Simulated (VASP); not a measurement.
The system is Cu.

```xyz
1
Lattice="-1.4428 1.4428 1.3761 1.4428 -1.4428 1.3761 1.4428 1.4428 -1.3761" Properties=species:S:1:pos:R:3 pbc="T T T"
Cu    0.0000    0.0000    0.0000
```

| Item | Value |
| --- | --- |
| Program | VASP 6.6.1 |
| Task | relaxation of cell and atoms |
| Functional | BLYP |
| Potentials or basis | VASP PAW PBE potentials, release 64 (Cu) |
| Cutoff | 600 eV |
| k mesh | 13 × 13 × 13 |
| Occupations | fermi-dirac, width 0.05 eV |
| Spin | no spin polarisation |

At the start: pressure 16.7 GPa; volume 11.46 Å³/atom.

How do energy, volume and symmetry change on relaxing?

Over 13 steps the energy falls by 67.4 meV/atom and the volume is 12.86 Å³/atom (+12.2 %); space group I4/mmm (No. 139, to 0.05 Å).

The path:
```
step  energy change (eV)  largest force (eV/Å)  pressure (GPa)  volume (Å³)
   1              0.0000                0.0000           16.71        11.46
   2             -0.0526                0.0000           -5.30        13.56
   3             -0.0647                0.0000           -0.01        12.84
   4             -0.0650                0.0000            0.04        12.84
   5             -0.0656                0.0000           -0.01        12.85
   6             -0.0662                0.0000           -2.51        12.85
   7             -0.0673                0.0000            0.28        12.83
   8             -0.0669                0.0000            0.18        12.84
   9             -0.0674                0.0000            0.10        12.84
  10             -0.0674                0.0000            0.55        12.84
  11             -0.0663                0.0000           -1.71        13.06
  12             -0.0674                0.0000           -0.35        12.88
  13             -0.0674                0.0000            0.05        12.86
```

Final structure:
```
CELL_PARAMETERS angstrom
-1.54888 1.54888 1.34020
1.54888 -1.54888 1.34020
1.54888 1.54888 -1.34020
ATOMIC_POSITIONS crystal
Cu 0.00000 0.00000 0.00000
```

Caveat: the PAW data sets were made with another functional, which shifts forces and pressure a little.
